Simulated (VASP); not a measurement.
CaPb, 2 atoms in the cell. It takes space group P4/mmm (No. 123, tetragonal). Conventional cell: a = 3.570 Å, b = 3.570 Å, c = 4.610 Å, α = 90.00°, β = 90.00°, γ = 90.00°. Within 4.7 Å of Ca (site symmetry 4/mmm) lie 8 Pb at 3.42 Å and 6 Ca at 3.57 to 4.61 Å. Within 4.7 Å of Pb (site symmetry 4/mmm) lie 8 Ca at 3.42 Å and 6 Pb at 3.57 to 4.61 Å. 

- Program: VASP 6.6.1
- Task: single point
- Functional: r2SCAN
- Potentials or basis: VASP PAW PBE potentials, release 64 (Ca_sv, Pb_d)
- Cutoff: 520 eV
- k mesh: 12 × 12 × 8
- Occupations: fermi-dirac, width 0.08 eV
- Spin: no spin polarisation
- Dipole correction: no
- Further INCAR settings: ALGO = Normal; EDIFF = 1e-07; NBANDS = 19

Potentials or basis: VASP PAW PBE potentials, release 64 (Ca_sv, Pb_d).

The run is started by

```bash
$ cat potpaw_PBE.64/Ca_sv/POTCAR potpaw_PBE.64/Pb_d/POTCAR > POTCAR
$ cp INCAR.step1 INCAR
$ mpirun -np 1 vasp_std > vasp.out
$ cp INCAR.step2 INCAR
$ mpirun -np 1 vasp_std > vasp.out
```

Hardware: 1 thread of Intel(R) Xeon(R) Platinum 8559C (Emerald Rapids) (shared host).

Question: How long does it take, and how much memory?

Answer: Run time: 6.7 min on 1 thread of Intel(R) Xeon(R) Platinum 8559C (Emerald Rapids) (shared host), peak memory 0.3 GiB. Counts: k points 140.
